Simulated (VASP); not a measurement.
# Si (Fd-3m) in VASP: a series of runs, part 2 of 2

VASP 6.6.1.

## 4. Single point, LDA (volume 21.592 Å^3 an atom, c/a of the conventional cell 1.0000)

Contents of INCAR:

```
ALGO     = Normal         # electronic algorithm
EDIFF    = 1E-7           # SCF threshold, eV
ENCUT    = 520            # plane-wave cutoff, eV
GGA      = CA             # functional
ISIF     = 2              # what is computed and relaxed
ISMEAR   = 0              # smearing method
LASPH    = T              # aspherical terms in the spheres
LCHARG   = F              # write CHGCAR
LREAL    = F              # projectors in reciprocal space
LWAVE    = F              # write WAVECAR
NBANDS   = 11             # bands
NELM     = 80             # most SCF steps
PREC     = Accurate       # precision mode
SIGMA    = 0.05           # smearing width, eV
```

Contents of KPOINTS:

```
k-points
0
Gamma
  12 12 12
```

Contents of POSCAR:

```
Si
1.0
    0.0000000000      2.7846094363      2.7846094363
    2.7846094363      0.0000000000      2.7846094363
    2.7846094363      2.7846094363      0.0000000000
Si
2
Direct
    0.5000000000      0.5000000000      0.5000000000
    0.7500000000      0.7500000000      0.7500000000
```

Potentials or basis: VASP PAW LDA potentials, release 64 (Si).

Command:

```console
cat potpaw_LDA.64/Si/POTCAR > POTCAR
mpirun -np 1 vasp_std > vasp.out
```

OUTCAR:

```text
EDIFF = 1E-7
   ENCUT = 520
   GGA = CA
   ISIF = 2
   ISMEAR = 0
   LASPH = T
   LREAL = F
   NELM = 80
   PREC = Accurate

 ion  position               nearest neighbor table
   1  0.500  0.500  0.500-   2 2.41   2 2.41   2 2.41   2 2.41
   2  0.750  0.750  0.750-   1 2.41   1 2.41   1 2.41   1 2.41

  LATTYP: Found a face centered cubic cell.
 ALAT       =     5.5692188726

  Lattice vectors:

 A1 = (   0.0000000000,   2.7846094363,   2.7846094363)
 A2 = (   2.7846094363,   0.0000000000,   2.7846094363)
 A3 = (   2.7846094363,   2.7846094363,   0.0000000000)

Analysis of symmetry for initial positions (statically):
=====================================================================
 Subroutine PRICEL returns:
 Original cell was already a primitive cell.

 Routine SETGRP: Setting up the symmetry group for a
 face centered cubic supercell.

 Subroutine GETGRP returns: Found 48 space group operations
 (whereof 24 operations were pure point group operations)
 out of a pool of 48 trial point group operations.

The static configuration has the point symmetry T_d .
 The point group associated with its full space group is O_h .
[... 166 lines left out ...]
 cond. band min:       5.6127059540   @ k =   0.4167   0.4167   0.0000
 fundamental gap:      0.5874959570
 Fermi energy:         5.3053118677

 k-point     1 :       0.0000    0.0000    0.0000
  band No.  band energies     occupation
      1      -6.4336      2.00000
      2       5.0252      2.00000
      3       5.0252      2.00000
      4       5.0252      2.00000
      5       7.3938      0.00000
      6       7.5128      0.00000
      7       7.5128      0.00000
      8       7.5128      0.00000
      9      12.3904      0.00000
     10      12.7076      0.00000
     11      12.7076      0.00000
[... 309 lines left out ...]
 k-point    24 :      -0.4167    0.1667    0.0000
  band No.  band energies     occupation
      1      -4.0202      2.00000
      2      -1.4731      2.00000
      3       2.1836      2.00000
      4       3.5358      2.00000
      5       7.0532      0.00000
      6       8.8366      0.00000
      7       9.3118      0.00000
      8      12.5834      0.00000
      9      13.0976      0.00000
     10      13.5759      0.00000
     11      15.6671      0.00000

 [... further k-points ...]
[... 5 lines left out ...]
  --------------------------------------------------------------------------------------
  -------------------------------------------------------------------------------------
  Total       -1.9476053     -1.9476053     -1.9476053     -0.0000000     -0.0000000      0.0000000
  in kB      -72.2584546    -72.2584546    -72.2584546     -0.0000000     -0.0000000      0.0000000
  external PRESSURE =     -72.2584546 kB  Pullay stress =       0.0000000 kB

 VOLUME and BASIS-vectors are now :
 -----------------------------------------------------------------------------
  energy-cutoff  :      520.00
  volume of cell :       43.18
      direct lattice vectors                 reciprocal lattice vectors
     0.000000000  2.784609436  2.784609436    -0.179558395  0.179558395  0.179558395
     2.784609436  0.000000000  2.784609436     0.179558395 -0.179558395  0.179558395
     2.784609436  2.784609436  0.000000000     0.179558395  0.179558395 -0.179558395

 POSITION                                       TOTAL-FORCE (eV/Angst)
 -----------------------------------------------------------------------------------
      2.78461      2.78461      2.78461        -0.000000     -0.000000     -0.000000
      4.17691      4.17691      4.17691         0.000000      0.000000      0.000000
 -----------------------------------------------------------------------------------
    total drift:                                0.000000     -0.000000     -0.000000

  FREE ENERGIE OF THE ION-ELECTRON SYSTEM (eV)
  ---------------------------------------------------
  free  energy   TOTEN  =       -11.8281916201 eV

  energy  without entropy=      -11.8281916201  energy(sigma->0) =      -11.82819162
```

It took 15 s on 1 thread of Intel Xeon Platinum 8559C (Emerald Rapids), shared host; peak memory 0.15 GiB.

What came out:

```yaml
Free_energy: -11.8282 eV
Pressure: -7.2 GPa
Band_gap_on_the_k_mesh: 0.59 eV, indirect (least direct gap 2.29 eV)
```

## 5. The runs side by side

```csv
cell,gap on the mesh (eV),pressure (GPa)
"a = 3.880 Å, angles 60.0°, 2 atoms",0.52,-4.0
"a = 3.909 Å, angles 60.0°, 2 atoms",0.55,-5.7
"a = 3.938 Å, angles 60.0°, 2 atoms",0.59,-7.2
```

Alike in all rows: task single point; level LDA; potentials or basis VASP PAW LDA potentials, release 64 (Si); no spin polarisation; k mesh 12 × 12 × 12; cutoff (eV) 520; smearing gaussian 0.05 eV.

Total energies depend on the potentials used, so only differences within one code and one set of settings carry meaning.
